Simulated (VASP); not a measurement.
# BaHfH6 (Amm2) in VASP: relaxation of cell and atoms with PBE

Aim: the relaxation of cell and atoms of BaHfH6 with PBE.

All numbers are computed with VASP 6.6.1; they aren't measurements. Logs are shortened: lines on timing, memory, paths and dates and some standing lists are left out, and cuts for length are marked.

### 1 The cell of the first run

The structure is orthorhombic, space group Amm2 (No. 38). Conventional cell: a = 3.385 Å, b = 7.226 Å, c = 7.909 Å, α = 90.00°, β = 90.00°, γ = 90.00°. Ba (site symmetry mm2) has 11 H at 2.35 to 3.14 Å within 3.2 Å. Hf (site symmetry mm2) has 9 H at 1.86 to 2.12 Å within 2.5 Å. Within 3.1 Å of H (site symmetry m) lie 8 H at 2.08 to 3.09 Å and 2 Hf at 2.10 Å and 2 Ba at 2.81 to 3.00 Å. H (site symmetry mm2) has 2 Hf at 2.12 Å and 6 H at 2.21 to 2.45 Å within 2.8 Å. Within 2.6 Å of H (site symmetry m) lie 1 Hf at 1.91 Å and 5 H at 2.28 to 2.45 Å and 2 Ba at 2.57 Å. Within 2.5 Å of H (site symmetry mm2) lie 1 Hf at 1.86 Å and 6 H at 2.28 to 2.31 Å and 2 Ba at 2.35 Å.

### 2 Relaxation of cell and atoms, PBE

File INCAR:

```
SYSTEM = BaHfH6
ALGO = Normal ; EDIFF = 1E-6
EDIFFG = -0.01 ; ENCUT = 600
GGA = PE ; IBRION = 2
ISIF = 3 ; ISMEAR = 0
LASPH = .TRUE. ; LCHARG = .FALSE.
LREAL = .FALSE. ; LWAVE = .FALSE.
NELM = 60 ; NSW = 100
PREC = Accurate ; SIGMA = 0.02
```

File KPOINTS:

```
k-points
0
G
  8 6 6
  0 0 0
```

File POSCAR:

```
BaHfH6
1.0
    3.3845540182      0.0000000000      0.0000000000
    0.0000000000      3.6128569165      3.9545713782
    0.0000000000     -3.6128569165      3.9545713782
Ba Hf H
1 1 6
Direct
    0.5000000000      0.5554104979      0.5554104979
    0.0000000000      0.9976825590      0.9976825590
    0.5000000000      0.7674161957      0.0551064884
    0.5000000000      0.0551064884      0.7674161957
    0.5000000000      0.1581987725      0.1581987725
    0.0000000000      0.8640426986      0.3400391409
    0.0000000000      0.3400391409      0.8640426986
    0.0000000000      0.7621411138      0.7621411138
```

Potentials or basis: VASP PAW PBE potentials, release 64 (Ba_sv, Hf_pv, H).

The run is started by

```bash
$ cat potpaw_PBE.64/Ba_sv/POTCAR potpaw_PBE.64/Hf_pv/POTCAR potpaw_PBE.64/H/POTCAR > POTCAR
$ mpirun -np 1 vasp_std > vasp.out
```

OUTCAR:

```text
SYSTEM = BaHfH6
   EDIFF = 1E-6
   EDIFFG = -0.01
   ENCUT = 600
   GGA = PE
   IBRION = 2
   ISIF = 3
   ISMEAR = 0
   LASPH = .TRUE.
   LREAL = .FALSE.
   NELM = 60
   NSW = 100
   PREC = Accurate

 ion  position               nearest neighbor table
   1  0.500  0.555  0.555-   8 2.35   8 2.35   6 2.57   6 2.57   7 2.57   7 2.57   4 2.81   3 2.81
                             2 3.89   2 3.89   2 4.02   2 4.02   2 4.02   2 4.02
   2  0.000  0.998  0.998-   8 1.86   7 1.91   6 1.91   4 2.10   3 2.10   3 2.10   4 2.10   5 2.12
                             5 2.12   1 3.89   1 3.89   1 4.02   1 4.02   1 4.02   1 4.02
   3  0.500  0.767  0.055-   2 2.10   2 2.10   1 2.81
   4  0.500  0.055  0.767-   2 2.10   2 2.10   1 2.81
   5  0.500  0.158  0.158-   2 2.12   2 2.12
   6  0.000  0.864  0.340-   2 1.91   1 2.57   1 2.57
   7  0.000  0.340  0.864-   2 1.91   1 2.57   1 2.57
   8  0.000  0.762  0.762-   2 1.86   1 2.35   1 2.35

  LATTYP: Found a base centered orthorhombic cell.
 ALAT       =     7.2257138330
 B/A-ratio  =     1.0945828937
 C/A-ratio  =     0.4684041046

  Lattice vectors:

 A1 = (   0.0000000000,   3.6128569165,  -3.9545713782)
 A2 = (   0.0000000000,   3.6128569165,   3.9545713782)
 A3 = (   3.3845540182,   0.0000000000,   0.0000000000)

Analysis of symmetry for initial positions (statically):
=====================================================================
 Subroutine PRICEL returns:
 Original cell was already a primitive cell.

 Routine SETGRP: Setting up the symmetry group for a
 base centered orthorhombic supercell.

 Subroutine GETGRP returns: Found  4 space group operations
 (whereof  4 operations were pure point group operations)
 out of a pool of  8 trial point group operations.

The static configuration has the point symmetry C_2v.

Analysis of symmetry for dynamics (positions and initial velocities):
=====================================================================
 Subroutine PRICEL returns:
 Original cell was already a primitive cell.

 Routine SETGRP: Setting up the symmetry group for a
 base centered orthorhombic supercell.

 Subroutine GETGRP returns: Found  4 space group operations
 (whereof  4 operations were pure point group operations)
 out of a pool of  8 trial point group operations.

The dynamic configuration has the point symmetry C_2v.

 Subroutine INISYM returns: Found  4 space group operations
 (whereof  4 operations are pure point group operations),
 and found     1 'primitive' translations
[... 116 lines left out ...]
   TEBEG  =    0.0;   TEEND  =   0.0 temperature during run
   PSTRESS=    0.0 pullay stress
   NELECT =      26.0000    total number of electrons
   NUPDOWN=      -1.0000    fix difference up-down
   EMIN   =  10.00;   EMAX   =-10.00  energy-range for DOS
   EFERMI =   0.00;   METHOD = LEGACY
   ISMEAR =     0;   SIGMA  =   0.02  broadening in eV -4-tet -1-fermi 0-gaus
   EFERMI_NEDOS =   21; number of points for ismear=-14 and -15
   IALGO  =     38    algorithm
   IMIX   =      4    mixing-type and parameters
     AMIX     =   0.40;   BMIX     =  1.00
     AMIX_MAG =   1.60;   BMIX_MAG =  1.00
  volume/ion in A,a.u.               =      12.09        81.58
  Fermi-wavevector in a.u.,A,eV,Ry     =   1.056587  1.996661 15.189229  1.116377
  Thomas-Fermi vector in A             =   2.191829
   LORBIT       =      0    0 simple, 1 ext, 2 COOP (PROOUT), +10 PAW based schemes
   GGA     = PE    functional components
   LHFCALC =     F    Hartree Fock is set to
   AEXX    =    0.0000 exact exchange contribution
   IVDW    =     0    specifies the selected vdW correction
   LEPSILON=     F    determine dielectric tensor
   LRPA    =     F    only Hartree local field effects (RPA)
 conjugate gradient relaxation of ions
 non-spin polarized calculation
 Gauss-broadening in eV      SIGMA  =   0.02
  energy-cutoff  :      600.00
  volume of cell :       96.71
 maximum number of plane-waves:      3248
 NGX is ok and might be reduce to    28
   NGX = 13   NGY = 21   NGZ = 21

--------------------------------------- Ionic step        1  -------------------------------------------

 number of electron      25.9999999 magnetization

 Free energy of the ion-electron system (eV)
  ---------------------------------------------------
  ext. energy  EPLUGINS =         0.00000000
  ---------------------------------------------------
  free energy    TOTEN  =       -34.83996379 eV

  energy without entropy =      -34.83996379  energy(sigma->0) =      -34.83996379

------------------------ aborting loop because EDIFF is reached ----------------------------------------

  FORCE on cell =-STRESS in cart. coord.  units (eV):
  Direction    XX          YY          ZZ          XY          YZ          ZX
  --------------------------------------------------------------------------------------
  -------------------------------------------------------------------------------------
  Total        0.6253350      0.3630692      0.2715261      0.0000000      0.0000000      0.0000000
  in kB       10.3595697      6.0147603      4.4982182      0.0000000      0.0000000      0.0000000
  external PRESSURE =       6.9575161 kB  Pullay stress =       0.0000000 kB
[... 323 lines left out ...]
--------------------------------------- Ionic step        9  -------------------------------------------

 number of electron      26.0000000 magnetization

 Free energy of the ion-electron system (eV)
  ---------------------------------------------------
  ext. energy  EPLUGINS =         0.00000000
  ---------------------------------------------------
  free energy    TOTEN  =       -34.84676608 eV

  energy without entropy =      -34.84676608  energy(sigma->0) =      -34.84676608

 E-fermi :   0.2936     XC(G=0):  -8.8511

 val. band max:        0.1855007534   @ k =   0.0000   0.5000   0.5000
 cond. band min:       2.4841636328   @ k =   0.0000   0.5000   0.0000
 fundamental gap:      2.2986628794
 Fermi energy:         0.2935917880

 k-point     1 :       0.0000    0.0000    0.0000
  band No.  band energies     occupation
      1     -28.8580      2.00000
      2     -28.7753      2.00000
      3     -28.6324      2.00000
      4     -26.4089      2.00000
      5     -11.6943      2.00000
      6     -11.5779      2.00000
[... 481 lines left out ...]
      5     -12.7013      2.00000
      6     -11.3475      2.00000
[... 10 lines left out ...]
     17       5.1135      0.00000
     18       5.7114      0.00000

 [... further k-points ...]

------------------------ aborting loop because EDIFF is reached ----------------------------------------

  FORCE on cell =-STRESS in cart. coord.  units (eV):
  Direction    XX          YY          ZZ          XY          YZ          ZX
  --------------------------------------------------------------------------------------
  -------------------------------------------------------------------------------------
  Total        0.0245974     -0.0348156     -0.0149780      0.0000000      0.0000000      0.0000000
  in kB        0.4020354     -0.5690471     -0.2448094      0.0000000      0.0000000      0.0000000
  external PRESSURE =      -0.1372737 kB  Pullay stress =       0.0000000 kB
[... 23 lines left out ...]
  FREE ENERGIE OF THE ION-ELECTRON SYSTEM (eV)
  ---------------------------------------------------
  free  energy   TOTEN  =       -34.8467660766 eV

  energy  without entropy=      -34.8467660766  energy(sigma->0) =      -34.84676608

 reached required accuracy - stopping structural energy minimisation
```

OSZICAR:

```text
N       E                     dE             d eps       ncg     rms          rms(c)
DAV:   1     0.125173803459E+03    0.12517E+03   -0.13454E+04  2340   0.141E+03
DAV:   2    -0.298285648822E+02   -0.15500E+03   -0.15160E+03  3376   0.274E+02
DAV:   3    -0.378761065501E+02   -0.80475E+01   -0.80321E+01  3252   0.577E+01
DAV:   4    -0.380144396021E+02   -0.13833E+00   -0.13830E+00  3766   0.637E+00
[... 66 lines left out ...]
DAV:   1    -0.348467951660E+02   -0.43260E-04   -0.21997E-03  2352   0.336E-01    0.810E-02
DAV:   2    -0.348467751594E+02    0.20007E-04   -0.76628E-05  2688   0.604E-02    0.238E-02
DAV:   3    -0.348467678905E+02    0.72690E-05   -0.15828E-05  3196   0.236E-02    0.892E-03
DAV:   4    -0.348467664263E+02    0.14642E-05   -0.41764E-06  2888   0.121E-02    0.752E-03
DAV:   5    -0.348467660766E+02    0.34969E-06   -0.22716E-07  1284   0.291E-03
   9 F= -.34846766E+02 E0= -.34846766E+02  d E =-.112654E-03
```

Wall time 8.2 min (1 thread of Intel Xeon Platinum 8488C (Sapphire Rapids), shared host); peak memory 0.36 GiB.

Results:

* Free energy: -34.8468 eV
* Relaxed volume: 12.25 Å³/atom
* Relaxed cell: a = 3.397 Å, b = 5.383 Å, c = 5.383 Å, α = 84.86°, β = 90.00°, γ = 90.00°
* Space group after relaxing (to 0.1 Å): Amm2 (No. 38)
* Energy gained by relaxing: 0.9 meV/atom
* Ionic steps: 9
* Pressure after relaxing: 0.0 GPa
* Largest force after relaxing: 0.008 eV/Å
* Band gap on the k mesh: 2.30 eV (least direct gap 2.53 eV)

Forces on the atoms (eV/Å):
```
Ba   0.000  0.000 -0.002
Hf   0.000  0.000 -0.004
H    0.000 -0.006  0.005
H    0.000  0.006  0.005
H    0.000  0.000 -0.003
H    0.000  0.002  0.000
H    0.000 -0.002  0.000
H    0.000  0.000 -0.002
```

Step by step:
| step | energy change (eV) | largest force (eV/Å) | pressure (GPa) | volume (Å³) |
| --- | --- | --- | --- | --- |
| 1 | 0.0000 | 0.1638 | 0.70 | 96.71 |
| 2 | -0.0047 | 0.0818 | 0.22 | 97.45 |
| 3 | -0.0055 | 0.0478 | -0.10 | 97.95 |
| 4 | -0.0061 | 0.0354 | -0.05 | 97.93 |
| 5 | -0.0063 | 0.0872 | 0.00 | 97.92 |
| 6 | -0.0067 | 0.0254 | 0.05 | 97.91 |
| 7 | -0.0067 | 0.0381 | 0.07 | 97.90 |
| 8 | -0.0068 | 0.0154 | 0.02 | 97.98 |
| 9 | -0.0068 | 0.0078 | -0.01 | 98.02 |

Final structure:
```xyz
8
Lattice="3.3969 0.0000 0.0000 0.0000 3.6318 3.9729 0.0000 -3.6318 3.9729" Properties=species:S:1:pos:R:3 pbc="T T T"
Ba    1.6984    0.0000    4.3910
Hf    0.0000    0.0000    7.9262
H     1.6984    2.5904    3.2797
H     1.6984   -2.5904    3.2797
H     1.6984    0.0000    1.2437
H     0.0000    1.9166    4.7851
H     0.0000   -1.9166    4.7851
H     0.0000    0.0000    6.0654
```

Caveat: spin-orbit coupling is left out, which moves the levels of the heavy elements. A k mesh can miss the band edges.
